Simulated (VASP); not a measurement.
Here is a VASP 6.6.1 calculation.

File INCAR:

```
SYSTEM = Ta2N
PREC     = Accurate       ! precision mode
ENCUT    = 520            ! plane-wave cutoff, eV
EDIFF    = 1E-6           ! SCF threshold, eV
ISMEAR   = 0              ! smearing method
SIGMA    = 0.15           ! smearing width, eV
LREAL    = .FALSE.        ! projectors in reciprocal space
LASPH    = .TRUE.         ! aspherical terms in the spheres
NELM     = 80             ! most SCF steps
ALGO     = Normal         ! electronic algorithm
ISIF     = 2              ! what is computed and relaxed
LWAVE    = .FALSE.        ! write WAVECAR
LCHARG   = .FALSE.        ! write CHGCAR
GGA      = PS             ! functional
NBANDS   = 20             ! bands
```

The input KPOINTS:

```
regular mesh
0
G
  18 18 10
  0 0 0
```

POSCAR

```
Ta2N
1.0
    2.9343269571      0.0000000000      0.0000000000
   -1.4671634785      2.5412016879      0.0000000000
    0.0000000000      0.0000000000      4.8841872201
Ta N
2 1
Direct
    0.6666666667      0.3333333333      0.7463700642
    0.3333333333      0.6666666667      0.2536299358
    0.0000000000      0.0000000000      0.0000000000
```

Potentials or basis: VASP PAW PBE potentials, release 64 (Ta_pv, N).

Command:

```sh
$ cat potpaw_PBE.64/Ta_pv/POTCAR potpaw_PBE.64/N/POTCAR > POTCAR
$ mpirun -np 1 vasp_std > vasp.out
```

(1) Predict the pressure.

(2) What does it give for the largest force?

(3) What does it give for the band gap on the k mesh?

## Answers

(1) 31.6 GPa.

(2) 1.284 eV/Å.

(3) zero (an odd number of electrons rules out a gap without spin polarisation).

Caveat: the cell stands under pressure; the PAW data sets were made with another functional, which shifts forces and pressure a little; spin-orbit coupling is left out, which moves the levels of the heavy elements.
